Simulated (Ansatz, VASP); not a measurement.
# Two plane-wave programs on W

```
CELL_PARAMETERS angstrom
2.81504 0.00000 0.00000
-1.40752 2.43790 0.00000
0.00000 0.00000 4.59790
ATOMIC_POSITIONS crystal
W 0.33333 0.66667 0.75000
W 0.66667 0.33333 0.25000
```

Alike in both runs: task relaxation of cell and atoms; functional PBE; k mesh 8 × 8 × 4; occupations gaussian, width 0.05 eV; no spin polarisation.

|  | VASP | Ansatz |
| --- | --- | --- |
| version | VASP 6.6.1 | Ansatz 0.2.0 |
| potentials or method | VASP PAW PBE potentials, release 64 (W_sv), cutoff 600 eV | scalar-relativistic, plane waves, PAW |
| valence electrons in the cell | 28 | 28 |

|  | VASP | Ansatz | Ansatz less VASP |
| --- | --- | --- | --- |
| relaxed volume (Å³/atom) | 16.50 | 16.46 | -0.042 |
| relaxed length of the cell vector where the two differ most in proportion (Å) | 4.965 | 4.955 | -0.0096 |

Neither program's run includes spin-orbit coupling.
